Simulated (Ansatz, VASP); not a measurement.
## Si2W: VASP beside Ansatz

```
CELL_PARAMETERS angstrom
3.22900 0.00000 0.00000
0.00000 3.22900 0.00000
0.00000 0.00000 25.46958
ATOMIC_POSITIONS crystal
Si 0.00000 0.00000 0.29447
Si 0.00000 0.00000 0.39666
Si 0.50000 0.50000 0.44890
Si 0.50000 0.50000 0.55110
Si 0.00000 0.00000 0.60334
Si 0.00000 0.00000 0.70553
W 0.50000 0.50000 0.34556
W 0.00000 0.00000 0.50000
W 0.50000 0.50000 0.65444
```

Alike in both runs: task single point; functional PBE; k mesh 11 × 11 × 3; occupations gaussian, width 0.1 eV; no spin polarisation.

|  | VASP | Ansatz |
| --- | --- | --- |
| version | VASP 6.6.1 | Ansatz 0.2.0 |
| potentials or method | VASP PAW PBE potentials, release 64 (Si, W_sv), cutoff 520 eV | scalar-relativistic, plane waves, PAW |
| valence electrons in the cell | 66 | 66 |

|  | VASP | Ansatz | Ansatz less VASP |
| --- | --- | --- | --- |
| gap on the k mesh at the Fermi level (eV) | none | none | - |
| rms of the force components (eV/Å) | 0.172 | 0.171 | -0.0007 |

A gap of «none» marks a metal or a gap that the smearing closes.

Spin-orbit coupling is off throughout.
